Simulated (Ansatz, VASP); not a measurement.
## One calculation of TiB2, two programs

Contents of INCAR:

```
  PREC = Accurate
  ENCUT = 520
  EDIFF = 1E-7
  ISMEAR = 0
  SIGMA = 0.15
  LREAL = False
  LASPH = True
  NELM = 80
  ALGO = Normal
  ISIF = 2
  LWAVE = False
  LCHARG = False
  GGA = PE
  NBANDS = 16
```

Contents of KPOINTS:

```
regular mesh
0
Gamma
  18 18 14
```

File POSCAR:

```
TiB2
1.0
    3.0318048529      0.0000000000      0.0000000000
   -1.5159024265      2.6387481221      0.0000000000
    0.0000000000      0.0000000000      3.2242295241
Ti B
1 2
Direct
    0.0000000000      0.0000000000      0.0000000000
    0.3333333333      0.6666666667      0.5000000000
    0.6666666667      0.3333333333      0.5000000000
```

Input for Ansatz:

```yaml
crystal:
  lattice:
    - [3.0318048529, 0.0, 0.0]
    - [-1.5159024265, 2.6387481221, 0.0]
    - [0.0, 0.0, 3.2242295241]
  atoms:
    - { symbol: Ti, position: [0.0, 0.0, 0.0] }
    - { symbol: B, position: [0.3333333333, 0.6666666667, 0.5] }
    - { symbol: B, position: [0.6666666667, 0.3333333333, 0.5] }
basis:
  ecutwfc: 420
kpoints:
  mp_grid: { grid: [18, 18, 14] }
hamiltonian:
  xc: pbe
scf:
  occupations: { method: gaussian, width: 0.15 }
output:
  forces: true
  stress: true
  eigenvalues: true
```

Change from the starting cell: strain +0.0050 x Voigt [0, 1, 0, 0, 0, 0], atoms carried along.

Alike in both runs: task single point; functional PBE; k mesh 18 × 18 × 14; occupations gaussian, width 0.15 eV; no spin polarisation.

|  | VASP | Ansatz |
| --- | --- | --- |
| version | VASP 6.6.1 | Ansatz 0.2.0 |
| potentials or method | VASP PAW PBE potentials, release 64 (Ti_sv, B), cutoff 520 eV | scalar-relativistic, plane waves, PAW |
| valence electrons in the cell | 18 | 18 |

Ansatz gave:

- gap on the k mesh at the Fermi level (eV): none
- pressure (GPa): -1.3
- traceless stress, the component that is largest in VASP (GPa): -1.87
- rms of the force components (eV/Å): 0.007

Q: Estimate VASP's values.

A: gap on the k mesh at the Fermi level (eV): none; pressure (GPa): -1.1; traceless stress, the component that is largest in VASP (GPa): -1.88; rms of the force components (eV/Å): 0.007.

Atom by atom the forces differ by 0.000 eV/Å (rms over components). A gap of «none» marks a metal or a gap that the smearing closes.
